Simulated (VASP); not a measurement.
Write the native input for VASP 6.6.1 that does the following.

```
Task                   : relaxation of cell and atoms
Functional             : PBE
Potentials or basis    : VASP PAW PBE potentials, release 64 (Al, N)
Cutoff                 : 600 eV
k mesh                 : 10 × 10 × 10
Occupations            : gaussian, width 0.02 eV
Spin                   : no spin polarisation
Target pressure        : 10 GPa
Dipole correction      : no
Further INCAR settings : ALGO = Normal; EDIFF = 1e-07; IBRION = 2; EDIFFG = -0.008; NSW = 70; ISIF = 3
```

The structure of AlN lies in POSCAR:

```
AlN
1.0
    0.0000000000      2.1667687539      2.1667687539
    2.1667687539      0.0000000000      2.1667687539
    2.1667687539      2.1667687539      0.0000000000
Al N
1 1
Direct
    0.0000000000      0.0000000000      0.0000000000
    0.7500000000      0.7500000000      0.7500000000
```

These files were run (other wordings do the same):

INCAR

```
  PREC = Accurate
  ENCUT = 600
  EDIFF = 1E-7
  ISMEAR = 0
  SIGMA = 0.02
  LREAL = F
  LASPH = T
  NELM = 60
  ALGO = Normal
  ISIF = 3
  LWAVE = F
  LCHARG = F
  GGA = PE
  IBRION = 2
  NSW = 70
  EDIFFG = -0.008
  PSTRESS = 100.0
```

KPOINTS

```
regular mesh
0
Gamma
  10 10 10
```

Potentials or basis: VASP PAW PBE potentials, release 64 (Al, N).

Run with:

```sh
$ cat potpaw_PBE.64/Al/POTCAR potpaw_PBE.64/N/POTCAR > POTCAR
$ mpirun -np 1 vasp_std > vasp.out
```

It gave:

```json
{"Relaxed volume": "10.16 Å³/atom", "Relaxed cell": "a = 3.063 Å, b = 3.063 Å, c = 3.063 Å, α = 60.00°, β = 60.00°, γ = 60.00°", "Space group after relaxing (to 0.05 Å)": "F-43m (No. 216)", "Energy change on relaxing (the enthalpy is what falls)": "+0.7 meV/atom", "Ionic steps": "3", "Pressure after relaxing": "10.0 GPa", "Band gap on the k mesh": "3.33 eV, indirect (least direct gap 4.42 eV)"}
```

Caveat: the cell is relaxed towards a set pressure, so the enthalpy falls and the energy may rise.

Run time: 5.3 s on 1 thread of Intel(R) Xeon(R) 6975P-C (Granite Rapids), on a shared host, peak memory 0.13 GiB.
